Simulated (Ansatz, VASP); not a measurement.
# One calculation of AlRu, two programs

INCAR

```
SYSTEM = AlRu
ALGO = Fast
EDIFF = 1E-7
ENCUT = 520
GGA = PS
ISIF = 2
ISMEAR = 0
LASPH = .True.
LCHARG = .True.
LELF = .True.
LREAL = .False.
LVHAR = .True.
LWAVE = .False.
NBANDS = 25
NELM = 80
PREC = Accurate
SIGMA = 0.15
```

The input KPOINTS:

```
k-points
0
Gamma
  16 16 8
  0 0 0
```

POSCAR

```
AlRu
1.0
    2.9763250904      0.0000000000      0.0000000000
    0.0000000000      2.9763250904      0.0000000000
    0.0000000000      0.0000000000      5.9526501809
Al Ru
2 2
Direct
    0.0000000000      0.0000000000     -0.0098107563
    0.0000000000      0.0000000000      0.5098107563
    0.4896516681      0.5000000000      0.2500000000
    0.5103483319      0.5000000000      0.7500000000
```

Input for Ansatz:

```yaml
crystal:
  lattice:
    - [2.9763250904, 0.0, 0.0]
    - [0.0, 2.9763250904, 0.0]
    - [0.0, 0.0, 5.9526501809]
  atoms:
    - { symbol: Al, position: [0.0, 0.0, -0.0098107563] }
    - { symbol: Al, position: [0.0, 0.0, 0.5098107563] }
    - { symbol: Ru, position: [0.4896516681, 0.5, 0.25] }
    - { symbol: Ru, position: [0.5103483319, 0.5, 0.75] }
basis:
  ecutwfc: 420
kpoints:
  mp_grid: { grid: [16, 16, 8] }
hamiltonian:
  xc: pbesol
  pseudopotentials: { kind: paw, azcp: { folder: soft_1 } }
scf:
  occupations: { method: gaussian, width: 0.15 }
output:
  forces: true
  stress: true
  eigenvalues: true
```

Change from the starting cell: mode 4 frozen in at -0.031 Å and mode 12 at -0.058 Å (largest displacements).

Alike in both runs: task single point; functional PBEsol; k mesh 16 × 16 × 8; occupations gaussian, width 0.15 eV; no spin polarisation.

|  | VASP | Ansatz |
| --- | --- | --- |
| version | VASP 6.6.1 | Ansatz 0.2.0 |
| potentials or method | VASP PAW PBE potentials, release 64 (Al, Ru_pv), cutoff 520 eV | scalar-relativistic, plane waves, PAW |
| valence electrons in the cell | 34 | 38 |

Ansatz gave:

```
gap on the k mesh at the Fermi level (eV)                     : none
pressure (GPa)                                                : 0.4
traceless stress, the component that is largest in VASP (GPa) : 0.16
rms of the force components (eV/Å)                            : 0.302
```

Problem. Estimate VASP's values.

Solution. gap on the k mesh at the Fermi level (eV): none; pressure (GPa): 0.5; traceless stress, the component that is largest in VASP (GPa): 0.16; rms of the force components (eV/Å): 0.304.

VASP's potentials were made for PBE, not for PBEsol, and Ansatz warns of the same on its side. Atom by atom the forces differ by 0.002 eV/Å (rms over components). A gap of «none» marks a metal or a gap that the smearing closes. VASP's potentials hold 34 valence electrons a cell and Ansatz's 38, so a difference there can come from the potentials and not from the codes.
